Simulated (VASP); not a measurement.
Wanted: the native input for a VASP 6.6.1 run.

```
Task                            : G0W0 quasiparticle levels
Functional                      : LDA
Potentials or basis             : VASP PAW LDA potentials, release 64 (K_sv_GW, F_GW)
Cutoff                          : 500 eV
k mesh                          : 4 × 4 × 4
Occupations                     : gaussian, width 0.01 eV
Spin                            : no spin polarisation
Dipole correction               : no
GW scheme                       : G0W0
GW iterations                   : 1
Cutoff of the response function : 140
Frequency points                : 96
Empty bands                     : 190
Further INCAR settings          : ALGO = EVGW0; EDIFF = 1e-08; NBANDS = 198
```

KF:

```xyz
2
Lattice="0.0000 2.9354 2.9354 2.9354 0.0000 2.9354 2.9354 2.9354 0.0000" Properties=species:S:1:pos:R:3 pbc="T T T"
K     0.0000    0.0000    0.0000
F     1.4677    1.4677    1.4677
```

One way to write it, as run:

POSCAR

```
KF
1.0
    0.0000000000      2.9354014086      2.9354014086
    2.9354014086      0.0000000000      2.9354014086
    2.9354014086      2.9354014086      0.0000000000
K F
1 1
Direct
    0.0000000000      0.0000000000      0.0000000000
    0.2500000000      0.2500000000      0.2500000000
```

INCAR.step1

```
SYSTEM = KF
PREC = Accurate
ENCUT = 500
EDIFF = 1E-8
ISMEAR = 0
SIGMA = 0.01
LREAL = .False.
LASPH = .True.
NELM = 80
ALGO = Normal
LWAVE = .True.
LCHARG = .False.
GGA = CA
```

INCAR.step2

```
SYSTEM = KF
PREC = Accurate
ENCUT = 500
EDIFF = 1E-8
ISMEAR = 0
SIGMA = 0.01
LREAL = .False.
LASPH = .True.
NELM = 1
ALGO = Exact
LWAVE = .True.
LCHARG = .False.
GGA = CA
NBANDS = 198
LOPTICS = .True.
ISTART = 1
```

INCAR.step3

```
SYSTEM = KF
PREC = Accurate
ENCUT = 500
EDIFF = 1E-8
ISMEAR = 0
SIGMA = 0.01
LREAL = .False.
LASPH = .True.
ALGO = EVGW0
LWAVE = .False.
LCHARG = .False.
GGA = CA
NELMGW = 1
NBANDS = 198
ENCUTGW = 140.0
NOMEGA = 96
PRECFOCK = Fast
ISTART = 1
NBANDSGW = 16
OMEGAMAX = 20
```

KPOINTS

```
Automatic mesh
0
Gamma
  4 4 4
  0 0 0
```

Potentials or basis: VASP PAW LDA potentials, release 64 (K_sv_GW, F_GW).

Command:

```bash
$ cat potpaw_LDA.64/K_sv_GW/POTCAR potpaw_LDA.64/F_GW/POTCAR > POTCAR
$ cp INCAR.step1 INCAR
$ mpirun -np 1 vasp_std > vasp.out
$ cp INCAR.step2 INCAR
$ mpirun -np 1 vasp_std > vasp.out
$ cp INCAR.step3 INCAR
$ mpirun -np 1 vasp_std > vasp.out
```

It gave:

- Quasiparticle gap: 8.80 eV
- Least direct quasiparticle gap: 9.01 eV
- Band gap of the starting levels on the mesh: 4.94 eV
- Least direct gap of the starting levels on the mesh: 5.16 eV

Caveat: the k points lie up to 0.46 Å⁻¹ apart; bands, screening cutoff and mesh are small and nothing is extrapolated, so the quasiparticle values aren't converged; the structure was generated, so it needn't be the stable form of KF.

It took 5.4 min on 1 thread of AMD EPYC 9R14 (Zen 4) (shared host), peak memory 0.52 GiB.
